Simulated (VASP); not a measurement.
# Ti12H (a cell with a defect) in VASP: a series of runs

Ti12H (a cell with a defect) is run at these levels: PBE+D3(BJ); tasks: single point.

Everything below comes from runs of VASP 6.6.1. Logs are shortened: lines on timing, memory, paths and dates and some standing lists are left out, and cuts for length are marked.

**1. The cell of the first run**

The cell holds a defect, 13 atoms: a = 5.900 Å, b = 8.850 Å, c = 4.685 Å, α = 90.00°, β = 90.00°, γ = 120.00°.

**2. Single point, PBE+D3(BJ)**

Contents of INCAR:

```
SYSTEM = Ti12H
PREC = Accurate
ENCUT = 520
EDIFF = 1E-7
ISMEAR = -1
SIGMA = 0.05
LREAL = .FALSE.
LASPH = .TRUE.
NELM = 100
ALGO = Normal
ISIF = 2
LWAVE = .FALSE.
LCHARG = .FALSE.
GGA = PE
IVDW = 12
NBANDS = 84
```

Contents of KPOINTS:

```
Automatic mesh
0
G
  3 2 4
  0 0 0
```

Contents of POSCAR:

```
Ti12H
1.0
    5.9000000000      0.0000000000      0.0000000000
   -4.4250000000      7.6643250000      0.0000000000
    0.0000000000      0.0000000000      4.6846000000
Ti H
12 1
Direct
   -0.0065986112     -0.0042639110     -0.0052800666
    0.1486029192      0.2139772257      0.5045369936
   -0.0028369817      0.3306315951     -0.0016874440
    0.1655731239      0.5540699279      0.4973344576
    0.0053200953      0.6703743643     -0.0016560646
    0.1720948936      0.8921312705      0.4962331896
    0.5018786361      0.0003263171     -0.0032961192
    0.6721793304      0.2157801241      0.5048847287
    0.4984923312      0.3329879670      0.0084084020
    0.6810972121      0.5717748138      0.5060942236
    0.4976340028      0.6667022862     -0.0024311574
    0.6601985009      0.8857918995      0.4967593818
    0.5013174338      0.3368146575      0.4437326559
```

Potentials or basis: VASP PAW PBE potentials, release 64 (Ti_sv, H).

Launch:

```bash
$ cat potpaw_PBE.64/Ti_sv/POTCAR potpaw_PBE.64/H/POTCAR > POTCAR
$ mpirun -np 1 vasp_std > vasp.out
```

OUTCAR:

```text
SYSTEM = Ti12H
   PREC = Accurate
   ENCUT = 520
   EDIFF = 1E-7
   ISMEAR = -1
   LREAL = .FALSE.
   LASPH = .TRUE.
   NELM = 100
   ISIF = 2
   GGA = PE
   IVDW = 12
 IVDW          = 12

 ion  position               nearest neighbor table
   1  0.993  0.996  0.995-   2 2.84  12 2.89   6 2.89  12 2.90   6 2.90   5 2.92   2 2.92  11 2.92
                             7 2.92
   2  0.149  0.214  0.505-  13 1.83   8 2.82   1 2.84   3 2.85  12 2.89   3 2.90   1 2.92   6 2.92

   3  0.997  0.331  0.998-   8 2.85   2 2.85   8 2.90   4 2.90   2 2.90   4 2.91
   4  0.166  0.554  0.497-  11 2.89  11 2.89   5 2.90   3 2.90   5 2.90   3 2.91
   5  0.005  0.670  0.998-  10 2.84   6 2.89   4 2.90  10 2.90   6 2.90   4 2.90   1 2.92
   6  0.172  0.892  0.496-  10 2.87   7 2.88   5 2.89   7 2.89   1 2.89   5 2.90   1 2.90  12 2.91
                             8 2.91   2 2.92
   7  0.502  0.000  0.997-   8 2.84   6 2.88  12 2.89  12 2.89   6 2.89   8 2.90   1 2.92
   8  0.672  0.216  0.505-  13 1.82   2 2.82   7 2.84   3 2.85  12 2.89   3 2.90   7 2.90   6 2.91

   9  0.498  0.333  0.008-
  10  0.681  0.572  0.506-  13 1.82   5 2.84  12 2.84  11 2.84   6 2.87   5 2.90  11 2.91
  11  0.498  0.667  0.998-  10 2.84  12 2.88  12 2.89   4 2.89   4 2.89  10 2.91   1 2.92
  12  0.660  0.886  0.497-  10 2.84  11 2.88  11 2.89   8 2.89   7 2.89   7 2.89   1 2.89   2 2.89
                             1 2.90   6 2.91
  13  0.501  0.337  0.444-   8 1.82  10 1.82   2 1.83

  LATTYP: Found a simple monoclinic cell.
 ALAT       =     5.9000000000
 B/A-ratio  =     0.7940000000
 C/A-ratio  =     1.3228756849
 COS(beta)  =    -0.1889822323

  Lattice vectors:

 A1 = (   5.9000000000,   0.0000000000,   0.0000000000)
 A2 = (   0.0000000000,   0.0000000000,   4.6846000000)
 A3 = (  -1.4750000000,  -7.6643250000,   0.0000000000)

Analysis of symmetry for initial positions (statically):
=====================================================================
 Subroutine PRICEL returns:
 Original cell was already a primitive cell.

 Routine SETGRP: Setting up the symmetry group for a
 simple monoclinic supercell.

 Subroutine GETGRP returns: Found  1 space group operations
 (whereof  1 operations were pure point group operations)
 out of a pool of  4 trial point group operations.

The static configuration has the point symmetry C_1 .

Analysis of symmetry for dynamics (positions and initial velocities):
=====================================================================
 Subroutine PRICEL returns:
 Original cell was already a primitive cell.

 Routine SETGRP: Setting up the symmetry group for a
 simple monoclinic supercell.

 Subroutine GETGRP returns: Found  1 space group operations
 (whereof  1 operations were pure point group operations)
 out of a pool of  4 trial point group operations.

The dynamic configuration has the point symmetry C_1 .

 Subroutine INISYM returns: Found  1 space group operations
 (whereof  1 operations are pure point group operations),
 and found     1 'primitive' translations

----------------------------------------------------------------------------------------

                                     Primitive cell

  volume of cell :     211.8354

  direct lattice vectors                    reciprocal lattice vectors
     5.900000000  0.000000000  0.000000000     0.169491525  0.097855976  0.000000000
    -4.425000000  7.664325000  0.000000000     0.000000000  0.130474634  0.000000000
     0.000000000  0.000000000  4.684600000     0.000000000  0.000000000  0.213465397

  length of vectors
     5.900000000  8.850000153  4.684600000     0.195711955  0.130474634  0.213465397

  position of ions in fractional coordinates (direct lattice)
     0.993401389  0.995736089  0.994719933
     0.148602919  0.213977226  0.504536994
     0.997163018  0.330631595  0.998312556
     0.165573124  0.554069928  0.497334458
     0.005320095  0.670374364  0.998343935
     0.172094894  0.892131271  0.496233190
     0.501878636  0.000326317  0.996703881
     0.672179330  0.215780124  0.504884729
     0.498492331  0.332987967  0.008408402
     0.681097212  0.571774814  0.506094224
     0.497634003  0.666702286  0.997568843
     0.660198501  0.885791899  0.496759382
     0.501317434  0.336814657  0.443732656

  ion indices of the primitive-cell ions
   primitive index   ion index
                 1           1
                 2           2
                 3           3
                 4           4
                 5           5
                 6           6
                 7           7
                 8           8
                 9           9
                10          10
                11          11
                12          12
                13          13

----------------------------------------------------------------------------------------

 KPOINTS: Automatic mesh

Automatic generation of k-mesh.
 Grid dimensions read from file:
 generate k-points for:    3    2    4

 Generating k-lattice:

  Cartesian coordinates                     Fractional coordinates (reciprocal lattice)
     0.056497175  0.032618659  0.000000000     0.333333333  0.000000000  0.000000000
     0.000000000  0.065237317  0.000000000     0.000000000  0.500000000  0.000000000
     0.000000000  0.000000000  0.053366349     0.000000000  0.000000000  0.250000000

  Length of vectors
     0.065237318  0.065237317  0.053366349

  Shift w.r.t. Gamma in fractional coordinates (k-lattice)
     0.000000000  0.000000000  0.000000000

 -----------------------------------------------------------------------------
|                                                                             |
|           W    W    AA    RRRRR   N    N  II  N    N   GGGG   !!!           |
|           W    W   A  A   R    R  NN   N  II  NN   N  G    G  !!!           |
|           W    W  A    A  R    R  N N  N  II  N N  N  G       !!!           |
|           W WW W  AAAAAA  RRRRR   N  N N  II  N  N N  G  GGG   !            |
|           WW  WW  A    A  R   R   N   NN  II  N   NN  G    G                |
|           W    W  A    A  R    R  N    N  II  N    N   GGGG   !!!           |
|                                                                             |
|     Your reciprocal lattice and k-lattice belong to different lattice       |
|     classes:                                                                |
|                                                                             |
|        The reciprocal lattice is simple monoclinic,                         |
|        whereas your k-lattice is hexagonal.                                 |
|                                                                             |
|     Results are often still useful ...                                      |
|                                                                             |
 -----------------------------------------------------------------------------

 Subroutine IBZKPT returns following result:
 ===========================================

 Found     14 irreducible k-points:

 Following reciprocal coordinates:
            Coordinates               Weight
  0.000000  0.000000  0.000000      1.000000
  0.333333 -0.000000  0.000000      2.000000
  0.000000  0.500000  0.000000      1.000000
  0.333333  0.500000  0.000000      2.000000
  0.000000  0.000000  0.250000      2.000000
  0.333333 -0.000000  0.250000      2.000000
 -0.333333  0.000000  0.250000      2.000000
  0.000000  0.500000  0.250000      2.000000
  0.333333  0.500000  0.250000      2.000000
 -0.333333  0.500000  0.250000      2.000000
  0.000000  0.000000  0.500000      1.000000
  0.333333 -0.000000  0.500000      2.000000
  0.000000  0.500000  0.500000      1.000000
  0.333333  0.500000  0.500000      2.000000
   k-points           NKPTS =     14   k-points in BZ     NKDIM =     14   number of bands    NBANDS=     84
   number of dos      NEDOS =    301   number of ions     NIONS =     13
   total plane-waves  NPLWV = 120960
   dimension x,y,z NGX =    48 NGY =   70 NGZ =   36
   dimension x,y,z NGXF=    96 NGYF=  140 NGZF=   72
   ions per type =              12   1
   NGX,Y,Z   is equivalent  to a cutoff of  13.53, 13.15, 12.78 a.u.
   NGXF,Y,Z  is equivalent  to a cutoff of  27.05, 26.30, 25.55 a.u.
 SYSTEM =  Ti12H
   PREC   = accura    normal or accurate (medium, high low for compatibility)
   ISTART =      0    job   : 0-new  1-cont  2-samecut
   ICHARG =      2    charge: 1-file 2-atom 10-const
   ISPIN  =      1    spin polarized calculation?
   LNONCOLLINEAR =      F non collinear calculations
   LSORBIT =      F    spin-orbit coupling
   LASPH  =      T    aspherical Exc in radial PAW
   ENCUT  =  520.0 eV  38.22 Ry    6.18 a.u.  10.97 16.46  8.71*2*pi/ulx,y,z
   NELM   =    100;   NELMIN=  2; NELMDL= -5     # of ELM steps
   EDIFF  = 0.1E-06   stopping-criterion for ELM
   LREAL  =      F    real-space projection
   EDIFFG = 0.1E-05   stopping-criterion for IOM
   NSW    =      0    number of steps for IOM
   IBRION =     -1    ionic relax: 0-MD 1-quasi-New 2-CG
   NFREE  =      0    steps in history (QN), initial steepest desc. (CG)
   ISIF   =      2    stress and relaxation
   ISYM   =      2    0-nonsym 1-usesym 2-fastsym
   POTIM  = 0.5000    time-step for ionic-motion
   TEBEG  =    0.0;   TEEND  =   0.0 temperature during run
   PSTRESS=    0.0 pullay stress
   NELECT =     145.0000    total number of electrons
   NUPDOWN=      -1.0000    fix difference up-down
   EMIN   =  10.00;   EMAX   =-10.00  energy-range for DOS
   EFERMI =   0.00;   METHOD = LEGACY
   ISMEAR =    -1;   SIGMA  =   0.05  broadening in eV -4-tet -1-fermi 0-gaus
   EFERMI_NEDOS =   21; number of points for ismear=-14 and -15
   IALGO  =     38    algorithm
   IMIX   =      4    mixing-type and parameters
     AMIX     =   0.40;   BMIX     =  1.00
     AMIX_MAG =   1.60;   BMIX_MAG =  1.00
  volume/ion in A,a.u.               =      16.30       109.96
  Fermi-wavevector in a.u.,A,eV,Ry     =   1.442773  2.726446 28.321806  2.081594
  Thomas-Fermi vector in A             =   2.561256
   LORBIT       =      0    0 simple, 1 ext, 2 COOP (PROOUT), +10 PAW based schemes
   GGA     = PE    functional components
   LHFCALC =     F    Hartree Fock is set to
   AEXX    =    0.0000 exact exchange contribution
   IVDW    =    12    specifies the selected vdW correction
   LEPSILON=     F    determine dielectric tensor
   LRPA    =     F    only Hartree local field effects (RPA)
 non-spin polarized calculation
  energy-cutoff  :      520.00
  volume of cell :      211.84
 maximum number of plane-waves:      5706
 NGX is ok and might be reduce to    48
   NGX = 21   NGY = 33   NGZ = 17

 number of electron     144.9999999 magnetization

 Free energy of the ion-electron system (eV)
  ---------------------------------------------------
  ext. energy  EPLUGINS =         0.00000000
  ---------------------------------------------------
  free energy    TOTEN  =       -97.68549448 eV

  energy without entropy =      -97.50983557  energy(sigma->0) =      -97.59766503

 E-fermi :   8.2785     XC(G=0): -11.4690

 val. band max:        8.2754447859   @ k =   0.3333   0.5000   0.5000
 cond. band min:       8.2866983683   @ k =   0.0000   0.5000   0.0000
 fundamental gap:      0.0112535824
 Fermi energy:         8.2785469732

 k-point     1 :       0.0000    0.0000    0.0000
  band No.  band energies     occupation
      1     -48.7163      2.00000
      2     -48.6095      2.00000
      3     -48.5571      2.00000
      4     -48.5404      2.00000
      5     -48.5138      2.00000
      6     -48.5098      2.00000
[... 1207 lines left out ...]
     83       8.7371      0.00021
     84       8.7446      0.00018

------------------------ aborting loop because EDIFF is reached ----------------------------------------

 Edisp (eV)   -7.28778

 E8    (eV) :    -3.4286

  FORCE on cell =-STRESS in cart. coord.  units (eV):
  Direction    XX          YY          ZZ          XY          YZ          ZX
  --------------------------------------------------------------------------------------
  -------------------------------------------------------------------------------------
  Total      -7.33151    -7.57803    -8.20246     0.16147     0.02642     0.00288
  in kB     -55.45053   -57.31503   -62.03775     1.22121     0.19980     0.02175
  external pressure =      -58.27 kB  Pullay stress =        0.00 kB

 VOLUME and BASIS-vectors are now :
 -----------------------------------------------------------------------------
  energy-cutoff  :      520.00
  volume of cell :      211.84
      direct lattice vectors                 reciprocal lattice vectors
     5.900000000  0.000000000  0.000000000     0.169491525  0.097855976  0.000000000
    -4.425000000  7.664325000  0.000000000     0.000000000  0.130474634  0.000000000
     0.000000000  0.000000000  4.684600000     0.000000000  0.000000000  0.213465397

 POSITION                                       TOTAL-FORCE (eV/Angst)
 -----------------------------------------------------------------------------------
      1.45494      7.63165      4.65987        -0.002755     -0.007817     -0.006844
     -0.07009      1.63999      2.36355         0.009002      0.005683      0.069350
      4.42022      2.53407      4.67669        -0.010410      0.002417      0.017743
     -1.47488      4.24657      2.32981         0.002133      0.005474      0.001346
     -2.93502      5.13797      4.67684         0.005670     -0.002196      0.017468
     -2.93232      6.83758      2.32465        -0.001544     -0.009888      0.002627
      2.95964      0.00250      4.66916        -0.001364      0.008075      0.011542
      3.01103      1.65381      2.36518        -0.006585      0.007684      0.068564
      1.46763      2.55213      0.03939         0.000559     -0.006008      0.060431
      1.48837      4.38227      2.37085         0.006371     -0.008975      0.068529
     -0.01412      5.10982      4.67321        -0.003334      0.003898      0.016146
     -0.02446      6.78900      2.32712         0.003492      0.004867      0.009627
      1.46737      2.58146      2.07871        -0.001233     -0.003215     -0.336530
 -----------------------------------------------------------------------------------
    total drift:                               -0.000384      0.000341     -0.000464

  FREE ENERGIE OF THE ION-ELECTRON SYSTEM (eV)
  ---------------------------------------------------
  free  energy   TOTEN  =      -104.9732730345 eV

  energy  without entropy=     -104.7976141214  energy(sigma->0) =     -104.88544358
```

Run time: 12 min. Hardware: 1 thread of AMD EPYC 7R13 (Zen 3), shared host; peak memory 0.4 GiB.

What came out:

```
Free energy                : -104.9733 eV
Pressure                   : -5.8 GPa
Largest force              : 0.337 eV/Å
Band gap on the k mesh     : zero (an odd number of electrons rules out a gap without spin polarisation)
Dispersion energy per atom : -0.561 eV
```

Forces on the atoms (eV/Å):
```
Ti  -0.003 -0.008 -0.007
Ti   0.009  0.006  0.069
Ti  -0.010  0.002  0.018
Ti   0.002  0.005  0.001
Ti   0.006 -0.002  0.017
Ti  -0.002 -0.010  0.003
Ti  -0.001  0.008  0.012
Ti  -0.007  0.008  0.069
Ti   0.001 -0.006  0.060
Ti   0.006 -0.009  0.069
Ti  -0.003  0.004  0.016
Ti   0.003  0.005  0.010
H   -0.001 -0.003 -0.337
```

Levels at points of the mesh, in eV from the Fermi level:
```csv
k point,band 70,band 71,band 72,band 73,band 74,band 75
"(0.00, 0.00, 0.00)",-0.59,0.11,0.24,0.40,0.43,0.50
"(0.00, 0.50, 0.00)",-0.35,-0.18,0.01,0.12,0.24,0.39
"(0.00, 0.00, 0.50)",-0.63,-0.11,-0.03,0.04,0.07,0.07
"(0.00, 0.50, 0.50)",-0.39,-0.37,-0.36,-0.05,0.04,0.08
```

Caveat: the k points lie up to 0.41 Å⁻¹ apart, too coarse for converged energies and pressures of a metal.

**3. Single point, PBE+D3(BJ)**

Contents of INCAR:

```
PREC     = Accurate       # precision mode
ENCUT    = 520            # plane-wave cutoff, eV
EDIFF    = 1E-6           # SCF threshold, eV
ISMEAR   = -1             # smearing method
SIGMA    = 0.05           # smearing width, eV
LREAL    = F              # projectors in reciprocal space
LASPH    = T              # aspherical terms in the spheres
NELM     = 80             # most SCF steps
ALGO     = Normal         # electronic algorithm
ISIF     = 2              # what is computed and relaxed
LWAVE    = F              # write WAVECAR
LCHARG   = F              # write CHGCAR
GGA      = PE             # functional
IVDW     = 12             # dispersion correction
NBANDS   = 84             # bands
```

Contents of KPOINTS:

```
regular mesh
0
Gamma
  3 2 4
```

Contents of POSCAR:

```
Ti12H
1.0
    5.9000000000      0.0000000000      0.0000000000
   -4.4250000000      7.6643250000      0.0000000000
    0.0000000000      0.0000000000      4.6846000000
Ti H
12 1
Direct
   -0.0063120376     -0.0040829427     -0.0080933271
    0.1512196544      0.2152714035      0.5065273449
   -0.0027250372      0.3307993855     -0.0017109252
    0.1658635687      0.5545778656      0.4977863638
    0.0052897248      0.6703293506     -0.0013123853
    0.1708248692      0.8913002776      0.4950286044
    0.5016696947      0.0001428697     -0.0048544166
    0.6711811813      0.2168013491      0.5071162959
    0.4982885258      0.3327324976      0.0048813132
    0.6790938695      0.5694517130      0.5099009521
    0.4977057866      0.6670034217     -0.0027101567
    0.6613014766      0.8863612908      0.4951180464
    0.5011547032      0.3364754235      0.4157953721
```

Potentials or basis: VASP PAW PBE potentials, release 64 (Ti_sv, H).

Launch:

```bash
$ cat potpaw_PBE.64/Ti_sv/POTCAR potpaw_PBE.64/H/POTCAR > POTCAR
$ mpirun -np 1 vasp_std > vasp.out
```

Wall time 9.3 min (1 thread of AMD EPYC 7R13 (Zen 3), shared host); peak memory 0.4 GiB.

The run converged. Its results:

- Free energy: -105.0134 eV
- Pressure: -5.8 GPa
- Largest force: 0.199 eV/Å
- Band gap on the k mesh: zero (an odd number of electrons rules out a gap without spin polarisation)
- Dispersion energy per atom: -0.561 eV

Forces on the atoms (eV/Å):
```
Ti  -0.001 -0.007 -0.007
Ti   0.014  0.010  0.043
Ti  -0.009  0.004  0.014
Ti   0.002  0.009  0.012
Ti   0.005  0.000  0.017
Ti  -0.006 -0.013  0.009
Ti   0.000 -0.001  0.009
Ti  -0.014  0.011  0.043
Ti   0.001 -0.006 -0.011
Ti   0.003 -0.021  0.047
Ti  -0.004  0.008  0.017
Ti   0.007  0.009  0.007
H    0.000 -0.002 -0.199
```

Stress tensor (GPa, compression positive):
```
-5.87  0.10  0.01
 0.10 -5.99  0.05
 0.01  0.05 -5.63
```

Levels at points of the mesh, in eV from the Fermi level:
| k point | band 70 | band 71 | band 72 | band 73 | band 74 | band 75 |
| --- | --- | --- | --- | --- | --- | --- |
| (0.00, 0.00, 0.00) | -0.59 | 0.11 | 0.21 | 0.38 | 0.43 | 0.51 |
| (0.00, 0.50, 0.00) | -0.35 | -0.16 | 0.00 | 0.12 | 0.23 | 0.40 |
| (0.00, 0.00, 0.50) | -0.63 | -0.15 | -0.04 | 0.05 | 0.07 | 0.08 |
| (0.00, 0.50, 0.50) | -0.40 | -0.37 | -0.35 | -0.04 | 0.04 | 0.09 |

Caveat: the k points lie up to 0.41 Å⁻¹ apart, too coarse for converged energies and pressures of a metal.

[end of part 1 of 2]
